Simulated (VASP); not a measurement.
Here is a VASP 6.6.1 calculation.

The input INCAR:

```
  ALGO = Normal
  EDIFF = 1E-7
  EDIFFG = -0.005
  ENCUT = 600
  GGA = PE
  IBRION = 2
  ISIF = 4
  ISMEAR = -1
  LASPH = True
  LCHARG = False
  LREAL = False
  LWAVE = False
  NELM = 100
  NSW = 50
  PREC = Accurate
  SIGMA = 0.05
```

KPOINTS

```
k-points
0
Gamma
  17 17 15
```

Contents of POSCAR:

```
Ga
1.0
    2.5977236664      0.0000000000      0.0000000000
   -1.2988618332      2.2496946871      0.0000000000
    0.0000000000      0.0000000000      2.4868849626
Ga
1
Direct
    0.0000000000      0.0000000000      0.0000000000
```

Potentials or basis: VASP PAW PBE potentials, release 64 (Ga_d).

The run is started by

```console
$ cat potpaw_PBE.64/Ga_d/POTCAR > POTCAR
$ mpirun -np 1 vasp_std > vasp.out
```

Problem. Estimate the band gap on the k mesh.

Solution. Zero (an odd number of electrons rules out a gap without spin polarisation).

The path:
```
step  energy change (eV)  largest force (eV/Å)  pressure (GPa)  volume (Å³)
   1              0.0000                0.0000           29.27        14.53
   2             -0.0001                0.0000           29.23        14.53
   3             -0.0001                0.0000           29.25        14.53
```
